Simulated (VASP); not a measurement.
# AlFe (Pm-3m) in VASP: settings compared

The runs below take AlFe through single point, relaxation of cell and atoms, with PBE, LDA, RPBE.

All numbers are computed with VASP 6.6.1; they aren't measurements. Logs are shortened: lines on timing, memory, paths and dates and some standing lists are left out, and cuts for length are marked.

**1. The cell of the first run**

Symmetry: Pm-3m, No. 221, cubic system. The conventional cell has a = 2.910 Å, b = 2.910 Å, c = 2.910 Å, α = 90.00°, β = 90.00°, γ = 90.00°. Fe (site symmetry m-3m) has 8 Al at 2.52 Å and 6 Fe at 2.91 Å within 3.3 Å. Al (site symmetry m-3m) has 8 Fe at 2.52 Å and 6 Al at 2.91 Å within 3.3 Å.

**2. Single point, PBE, collinear spin, ferromagnetic start**

INCAR

```
SYSTEM = AlFe
PREC = Accurate ; ENCUT = 520
EDIFF = 1E-7 ; ISMEAR = 0
SIGMA = 0.011 ; LREAL = .FALSE.
LASPH = .TRUE. ; NELM = 150
ALGO = Normal ; ISIF = 2
LWAVE = .FALSE. ; LCHARG = .FALSE.
ISPIN = 2 ; MAGMOM = 3 0
LORBIT = 11 ; LMAXMIX = 4
GGA = PE ; NBANDS = 16
```

KPOINTS

```
regular mesh
0
G
  9 9 9
  0 0 0
```

POSCAR

```
AlFe
1.0
    2.9100000000      0.0000000000      0.0000000000
    0.0000000000      2.9100000000      0.0000000000
    0.0000000000      0.0000000000      2.9100000000
Fe Al
1 1
Direct
    0.5000000000      0.5000000000      0.5000000000
    0.0000000000      0.0000000000      0.0000000000
```

Potentials or basis: VASP PAW PBE potentials, release 64 (Fe, Al).

Run with:

```sh
$ cat potpaw_PBE.64/Fe/POTCAR potpaw_PBE.64/Al/POTCAR > POTCAR
$ mpirun -np 1 vasp_std > vasp.out
```

OUTCAR:

```text
SYSTEM = AlFe
   PREC = Accurate
   ENCUT = 520
   EDIFF = 1E-7
   ISMEAR = 0
   LREAL = .FALSE.
   LASPH = .TRUE.
   NELM = 150
   ISIF = 2
   ISPIN = 2
   LORBIT = 11
   GGA = PE

 ion  position               nearest neighbor table
   1  0.500  0.500  0.500-   2 2.52   2 2.52   2 2.52   2 2.52   2 2.52   2 2.52   2 2.52   2 2.52

   2  0.000  0.000  0.000-   1 2.52   1 2.52   1 2.52   1 2.52   1 2.52   1 2.52   1 2.52   1 2.52

  LATTYP: Found a simple cubic cell.
 ALAT       =     2.9100000000

  Lattice vectors:

 A1 = (   2.9100000000,   0.0000000000,   0.0000000000)
 A2 = (   0.0000000000,   2.9100000000,   0.0000000000)
 A3 = (   0.0000000000,   0.0000000000,   2.9100000000)

Analysis of symmetry for initial positions (statically):
=====================================================================
 Subroutine PRICEL returns:
 Original cell was already a primitive cell.

 Routine SETGRP: Setting up the symmetry group for a
 simple cubic supercell.

 Subroutine GETGRP returns: Found 48 space group operations
 (whereof 48 operations were pure point group operations)
 out of a pool of 48 trial point group operations.

The static configuration has the point symmetry O_h .

Analysis of symmetry for dynamics (positions and initial velocities):
=====================================================================
 Subroutine PRICEL returns:
 Original cell was already a primitive cell.

 Routine SETGRP: Setting up the symmetry group for a
 simple cubic supercell.

 Subroutine GETGRP returns: Found 48 space group operations
 (whereof 48 operations were pure point group operations)
 out of a pool of 48 trial point group operations.

The dynamic configuration has the point symmetry O_h .

Analysis of structural, dynamic, and magnetic symmetry:
=====================================================================
 Subroutine PRICEL returns:
 Original cell was already a primitive cell.

 Routine SETGRP: Setting up the symmetry group for a
 simple cubic supercell.

 Subroutine GETGRP returns: Found 48 space group operations
 (whereof 48 operations were pure point group operations)
 out of a pool of 48 trial point group operations.

The overall configuration has the point symmetry O_h .

 Subroutine INISYM returns: Found 48 space group operations
 (whereof 48 operations are pure point group operations),
 and found     1 'primitive' translations

----------------------------------------------------------------------------------------

[... 116 lines left out ...]
   LORBIT       =     11    0 simple, 1 ext, 2 COOP (PROOUT), +10 PAW based schemes
   GGA     = PE    functional components
   LHFCALC =     F    Hartree Fock is set to
   AEXX    =    0.0000 exact exchange contribution
   IVDW    =     0    specifies the selected vdW correction
   LEPSILON=     F    determine dielectric tensor
   LRPA    =     F    only Hartree local field effects (RPA)
 spin polarized calculation
 Gauss-broadening in eV      SIGMA  =   0.01
  energy-cutoff  :      520.00
  volume of cell :       24.64
 maximum number of plane-waves:       691
 NGX is ok and might be reduce to    24
   NGX = 11   NGY = 11   NGZ = 11

 number of electron      10.9999994 magnetization       0.6051211

 Free energy of the ion-electron system (eV)
  ---------------------------------------------------
  ext. energy  EPLUGINS =         0.00000000
  ---------------------------------------------------
  free energy    TOTEN  =       -12.63131437 eV

  energy without entropy =      -12.63104472  energy(sigma->0) =      -12.63117955

 E-fermi :   7.5972     XC(G=0): -11.9720

 val. band max:        7.5934195125   @ k =   0.4444   0.4444   0.1111
 cond. band min:       7.6286518015   @ k =   0.4444   0.2222   0.1111
 fundamental gap:      0.0352322889
 Fermi energy:         7.5972013952

 spin component 1

 k-point     1 :       0.0000    0.0000    0.0000
  band No.  band energies     occupation
      1      -2.5546      1.00000
      2       5.2944      1.00000
      3       5.2944      1.00000
      4       7.2682      1.00000
      5       7.2682      1.00000
      6       7.2682      1.00000
[... 435 lines left out ...]
      5       6.8128      1.00000
      6       6.9330      1.00000
[... 8 lines left out ...]
     15      27.7487      0.00000
     16      28.8234      0.00000

 [... further k-points ...]

 spin component 2

 k-point     1 :       0.0000    0.0000    0.0000
  band No.  band energies     occupation
      1      -2.5661      1.00000
      2       5.5779      1.00000
      3       5.5779      1.00000
      4       8.0458      0.00000
      5       8.0458      0.00000
      6       8.0458      0.00000
[... 435 lines left out ...]
      5       7.4464      1.00000
      6       7.5150      1.00000
[... 8 lines left out ...]
     15      27.8722      0.00000
     16      28.8030      0.00000

 [... further k-points ...]

------------------------ aborting loop because EDIFF is reached ----------------------------------------

  FORCE on cell =-STRESS in cart. coord.  units (eV):
  Direction    XX          YY          ZZ          XY          YZ          ZX
  --------------------------------------------------------------------------------------
  -------------------------------------------------------------------------------------
  Total       -0.9704848     -0.9704848     -0.9704848      0.0000000      0.0000000      0.0000000
  in kB      -63.0986938    -63.0986938    -63.0986938      0.0000000      0.0000000      0.0000000
  external PRESSURE =     -63.0986938 kB  Pullay stress =       0.0000000 kB

 VOLUME and BASIS-vectors are now :
 -----------------------------------------------------------------------------
  energy-cutoff  :      520.00
  volume of cell :       24.64
      direct lattice vectors                 reciprocal lattice vectors
     2.910000000  0.000000000  0.000000000     0.343642612  0.000000000  0.000000000
     0.000000000  2.910000000  0.000000000     0.000000000  0.343642612  0.000000000
     0.000000000  0.000000000  2.910000000     0.000000000  0.000000000  0.343642612

 POSITION                                       TOTAL-FORCE (eV/Angst)
 -----------------------------------------------------------------------------------
      1.45500      1.45500      1.45500         0.000000      0.000000      0.000000
      0.00000      0.00000      0.00000         0.000000      0.000000      0.000000
 -----------------------------------------------------------------------------------
    total drift:                                0.000000     -0.000000     -0.000000

  FREE ENERGIE OF THE ION-ELECTRON SYSTEM (eV)
  ---------------------------------------------------
  free  energy   TOTEN  =       -12.6313143734 eV

  energy  without entropy=      -12.6310447197  energy(sigma->0) =      -12.63117955

 total charge

# of ion       s       p       d       tot
------------------------------------------
    1        0.417   0.473   6.453   7.343
    2        0.395   0.420   0.000   0.815
--------------------------------------------------
tot          0.812   0.893   6.453   8.158

 magnetization (x)

# of ion       s       p       d       tot
------------------------------------------
    1       -0.001   0.002   0.654   0.655
    2       -0.007  -0.016   0.000  -0.023
--------------------------------------------------
tot         -0.008  -0.014   0.654   0.632
```

stdout:

```text
POSCAR found type information on POSCAR FeAl
 POSCAR found :  2 types and       2 ions
 scaLAPACK will be used
 LDA part: xc-table for (Slater+PW92), standard interpolation
 POSCAR, INCAR and KPOINTS ok, starting setup
 FFT: planning ... GRIDC
 FFT: planning ... GRID_SOFT
 FFT: planning ... GRID
 WAVECAR not read
 entering main loop
```

Wall time 52 s (1 thread of Intel Xeon 8259CL, shared host); peak memory 0.16 GiB.

Results:

| Quantity | Value |
| --- | --- |
| Free energy | -12.6313 eV |
| Pressure | -6.3 GPa |
| Net moment | 0.61 μB per cell |
| Site moments | Fe +0.66; Al -0.02 μB |
| Valence electrons inside the program's atomic spheres | Fe 7.34; Al 0.81 |

Caveat: the cell stands under tension.

**3. Single point, LDA, collinear spin, ferromagnetic start**

INCAR

```
SYSTEM = AlFe
PREC = Accurate
ENCUT = 520
EDIFF = 1E-6
ISMEAR = -1
SIGMA = 0.05
LREAL = .False.
LASPH = .True.
NELM = 150
ALGO = Normal
ISIF = 2
LWAVE = .False.
LCHARG = .False.
ISPIN = 2
MAGMOM = 3 0
LORBIT = 11
LMAXMIX = 4
NBANDS = 16
```

KPOINTS

```
Automatic mesh
0
Gamma
  9 9 9
  0 0 0
```

POSCAR is that of step 2.

Potentials or basis: VASP PAW LDA potentials, release 64 (Fe, Al).

Run with:

```sh
$ cat potpaw_LDA.64/Fe/POTCAR potpaw_LDA.64/Al/POTCAR > POTCAR
$ mpirun -np 1 vasp_std > vasp.out
```

Run time: 38 s. Hardware: 1 thread of Intel Xeon 8259CL, shared host; peak memory 0.15 GiB.

The run converged. Its results:

```yaml
Free_energy: -14.2078 eV
Pressure: -16.2 GPa
Net_moment: 0.58 μB per cell
Site_moments: Fe +0.61; Al -0.02 μB
Valence_electrons_inside_the_program's_atomic_spheres: Fe 7.37; Al 0.83
```

Levels at points of the mesh, in eV from the Fermi level:
Spin up:
```csv
k point,band 4,band 5,band 6,band 7,band 8,band 9
"(0.00, 0.00, 0.00)",-0.21,-0.21,-0.21,6.16,6.16,6.16
```
Spin down:
```csv
k point,band 1,band 2,band 3,band 4,band 5,band 6,band 7,band 8,band 9,band 10
"(0.00, 0.00, 0.00)",-10.08,-2.02,-2.02,0.40,0.40,0.40,6.20,6.20,6.20,9.35
```

Caveat: the cell stands under tension.

**4. Single point, RPBE, collinear spin, ferromagnetic start**

INCAR

```
SYSTEM = AlFe
  PREC = Accurate
  ENCUT = 520
  EDIFF = 1E-6
  ISMEAR = -1
  SIGMA = 0.05
  LREAL = .FALSE.
  LASPH = .TRUE.
  NELM = 150
  ALGO = Normal
  ISIF = 2
  LWAVE = .FALSE.
  LCHARG = .FALSE.
  ISPIN = 2
  MAGMOM = 3 0
  LORBIT = 11
  LMAXMIX = 4
  GGA = RP
  NBANDS = 16
```

KPOINTS

```
regular mesh
0
G
  9 9 9
  0 0 0
```

POSCAR is that of step 3.

Potentials or basis: VASP PAW PBE potentials, release 64 (Fe, Al).

Run with:

```sh
$ cat potpaw_PBE.64/Fe/POTCAR potpaw_PBE.64/Al/POTCAR > POTCAR
$ mpirun -np 1 vasp_std > vasp.out
```

Run time: 45 s. Hardware: 1 thread of Intel Xeon 8259CL, shared host; peak memory 0.16 GiB.

It converged, with:

```yaml
Free_energy: -11.8560 eV
Pressure: -2.5 GPa
Net_moment: 0.67 μB per cell
Site_moments: Fe +0.72; Al -0.03 μB
Valence_electrons_inside_the_program's_atomic_spheres: Fe 7.33; Al 0.82
```

Levels at points of the mesh, in eV from the Fermi level:
Spin up:
```tsv
k point	band 2	band 3	band 4	band 5	band 6	band 7	band 8	band 9	band 10	band 11
(0.00, 0.00, 0.00)	-2.38	-2.38	-0.43	-0.43	-0.43	6.17	6.17	6.17	9.08	9.08
```
Spin down:
| k point | band 2 | band 3 | band 4 | band 5 | band 6 | band 7 | band 8 | band 9 |
| --- | --- | --- | --- | --- | --- | --- | --- | --- |
| (0.00, 0.00, 0.00) | -2.04 | -2.04 | 0.43 | 0.43 | 0.43 | 6.18 | 6.18 | 6.18 |

Caveat: the PAW data sets were made with another functional, which shifts forces and pressure a little.

**5. Relaxation of cell and atoms, PBE, collinear spin, ferromagnetic start**

INCAR

```
  PREC = Accurate
  ENCUT = 600
  EDIFF = 1E-6
  ISMEAR = -1
  SIGMA = 0.05
  LREAL = False
  LASPH = True
  NELM = 150
  ALGO = Fast
  ISIF = 3
  LWAVE = False
  LCHARG = False
  ISPIN = 2
  MAGMOM = 3 0
  LORBIT = 11
  LMAXMIX = 4
  GGA = PE
  IBRION = 2
  NSW = 60
  EDIFFG = -0.01
```

KPOINTS

```
Automatic mesh
0
Gamma
  9 9 9
```

POSCAR is that of step 4.

Run with:

```sh
$ cat potpaw_PBE.64/Fe/POTCAR potpaw_PBE.64/Al/POTCAR > POTCAR
$ mpirun -np 1 vasp_std > vasp.out
```

Wall time 67 s (1 thread of Intel Xeon 8259CL, shared host); peak memory 0.16 GiB.

It converged, with:

| Item | Value |
| --- | --- |
| Free energy | -12.6601 eV |
| Relaxed volume | 11.86 Å³/atom |
| Relaxed cell | a = 2.873 Å, b = 2.873 Å, c = 2.873 Å, α = 90.00°, β = 90.00°, γ = 90.00° |
| Space group after relaxing (to 0.1 Å) | Pm-3m (No. 221) |
| Energy gained by relaxing | 9.2 meV/atom |
| Ionic steps | 3 |
| Pressure after relaxing | 0.0 GPa |
| Net moment | 0.62 μB per cell |
| Site moments | Fe +0.67; Al -0.02 μB |
| Valence electrons inside the program's atomic spheres | Fe 7.42; Al 0.84 |

The path:
```csv
step,energy change (eV),largest force (eV/Å),pressure (GPa),volume (Å³)
1,0.0000,0.0000,-6.25,24.64
2,-0.0046,0.0000,6.14,22.97
3,-0.0184,0.0000,-0.02,23.72
```

Final structure:
```
Fe Al
1.0
     2.87341    0.00000    0.00000
     0.00000    2.87341    0.00000
     0.00000    0.00000    2.87341
Fe Al
1 1
Direct
  0.50000 0.50000 0.50000
  0.00000 0.00000 0.00000
```

Levels at points of the mesh, in eV from the Fermi level:
Spin up:
```tsv
k point	band 3	band 4	band 5	band 6	band 7	band 8	band 9	band 10
(0.00, 0.00, 0.00)	-2.45	-0.34	-0.34	-0.34	6.39	6.39	6.39	9.36
```
Spin down:
```
           k point  band 3  band 4  band 5  band 6  band 7  band 8
(0.00, 0.00, 0.00)   -2.16    0.44    0.44    0.44    6.41    6.41
```

**6. Overview**

```csv
task,level,potentials or basis,cell,cutoff (eV),smearing,gap on the mesh (eV),pressure (GPa),moment (μB)
single point,PBE,"VASP PAW PBE potentials, release 64 (Fe, Al)",as given,520,gaussian 0.011 eV,none,-6.3,0.61
single point,LDA,"VASP PAW LDA potentials, release 64 (Fe, Al)",as given,520,fermi-dirac 0.05 eV,none,-16.2,0.58
single point,RPBE,"VASP PAW PBE potentials, release 64 (Fe, Al)",as given,520,fermi-dirac 0.05 eV,none,-2.5,0.67
relaxation of cell and atoms,PBE,"VASP PAW PBE potentials, release 64 (Fe, Al)",relaxed,600,fermi-dirac 0.05 eV,none,0.0,0.62
```

Alike in all rows: spin collinear, ferromagnetic start; k mesh 9 × 9 × 9.

Caveats: the cell stands under tension (at least some runs); the PAW data sets were made with another functional, which shifts forces and pressure a little (at least some runs).

Total energies depend on the potentials used, so only differences within one code and one set of settings carry meaning.
